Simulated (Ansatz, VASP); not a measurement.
# TaN in VASP and in Ansatz

INCAR

```
SYSTEM = TaN
PREC = Accurate
ENCUT = 520
EDIFF = 1E-6
ISMEAR = 0
SIGMA = 0.05
LREAL = .FALSE.
LASPH = .TRUE.
NELM = 150
ALGO = Normal
ISIF = 2
LWAVE = .FALSE.
LCHARG = .TRUE.
MAGMOM = 0 0 2 0 0 0
LORBIT = 11
LSORBIT = .TRUE.
GGA_COMPAT = .FALSE.
LORBMOM = .TRUE.
LMAXMIX = 4
GGA = PE
LVHAR = .TRUE.
NBANDS = 28
```

Contents of KPOINTS:

```
Automatic mesh
0
G
  21 21 21
  0 0 0
```

The input POSCAR:

```
TaN
1.0
    0.0000000000      2.2084007853      2.2084007853
    2.2084007853      0.0000000000      2.2084007853
    2.2084007853      2.2084007853      0.0000000000
Ta N
1 1
Direct
    0.5000000000      0.5000000000      0.5000000000
    0.0000000000      0.0000000000      0.0000000000
```

Input for Ansatz:

```yaml
crystal:
  lattice:
    - [0.0, 2.2084007853, 2.2084007853]
    - [2.2084007853, 0.0, 2.2084007853]
    - [2.2084007853, 2.2084007853, 0.0]
  atoms:
    - { symbol: Ta, position: [0.5, 0.5, 0.5], spin: 2.0, spin_axis: [0.0, 0.0, 1.0] }
    - { symbol: "N", position: [0.0, 0.0, 0.0] }
basis:
  ecutwfc: 420
  ecutrho_ratio: 4
kpoints:
  mp_grid: { grid: [21, 21, 21] }
hamiltonian:
  xc: pbe
scf:
  occupations: { method: gaussian, width: 0.05 }
  mixing: { algorithm: broyden, beta: 0.2, ndim: 4 }
output:
  forces: true
  stress: true
magnetization:
  noncollinear: true
  spin_orbit: true
```

Alike in both runs: task single point; functional PBE; k mesh 21 × 21 × 21; occupations gaussian, width 0.05 eV; non-collinear spin, spin-orbit coupling.

|  | VASP | Ansatz |
| --- | --- | --- |
| version | VASP 6.6.1 | Ansatz 0.2.0 |
| potentials or method | VASP PAW PBE potentials, release 64 (Ta_pv, N), cutoff 520 eV | plane waves, PAW |
| valence electrons in the cell | 16 | 18 |

```tsv
	VASP	Ansatz	Ansatz less VASP
pressure (GPa)	1.5	0.0	-1.45
net moment per atom (μB)	0.00	0.00	0.000
```

VASP's potentials hold 16 valence electrons a cell and Ansatz's 18, so a difference there can come from the potentials and not from the codes. Ansatz's warnings: seeded moment not kept, stress scf threshold loose.
